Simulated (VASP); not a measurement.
ZrN:

```
Zr N
1.0
     3.25269    0.00000    0.00000
     1.62635    2.81691    0.00000
     1.62635    0.93897    2.65581
Zr N
1 1
Direct
  0.50000 0.50000 0.50000
  0.00000 0.00000 0.00000
```

Base run:

```yaml
Program: VASP 6.6.1
Functional: RPBE
Potentials_or_basis: VASP PAW PBE potentials, release 64 (Zr_sv, N)
Cutoff: 600 eV
k_mesh: 8 × 8 × 8
Occupations: fermi-dirac, width 0.15 eV
Spin: no spin polarisation
```

Its results: pressure 3.4 GPa.

Task: After a change of settings the same cell gave: pressure -11.7 GPa. Which change was it?
A. functional from RPBE to PBE
B. functional from RPBE to LDA; potentials or basis from VASP PAW PBE potentials, release 64 (Zr_sv, N) to VASP PAW LDA potentials, release 64 (Zr_sv, N)
C. functional from RPBE to revPBE
D. functional from RPBE to PBEsol

Result: B.

Caveats: the PAW data sets were made with another functional, which shifts forces and pressure a little (some runs).
